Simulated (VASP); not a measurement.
A run of VASP 6.6.1 is set up as follows.

File INCAR:

```
PREC = Accurate
ENCUT = 520
EDIFF = 1E-6
ISMEAR = -5
SIGMA = 0.1
LREAL = F
LASPH = T
NELM = 60
ALGO = Normal
ISIF = 2
LWAVE = F
LCHARG = T
GGA = PE
LELF = T
LVHAR = T
NBANDS = 11
```

The input KPOINTS:

```
Automatic mesh
0
Gamma
  14 14 14
```

Contents of POSCAR:

```
Ni
1.0
    0.0000000000      1.7716500000      1.7716500000
    1.7716500000      0.0000000000      1.7716500000
    1.7716500000      1.7716500000      0.0000000000
Ni
1
Direct
    0.0000000000      0.0000000000      0.0000000000
```

Potentials or basis: VASP PAW PBE potentials, release 64 (Ni).

Command:

```console
$ cat potpaw_PBE.64/Ni/POTCAR > POTCAR
$ mpirun -np 1 vasp_std > vasp.out
```

(1) What does it give for the pressure?

(2) Predict the band gap on the k mesh.

## Answers

(1) -5.3 GPa.

(2) zero (band 5 reaches 9.04 eV, above the bottom of band 6 at 8.10 eV).

Caveat: the run has no spin polarisation, though such a crystal can be magnetic; tetrahedron occupations give inexact forces and stress in metals.
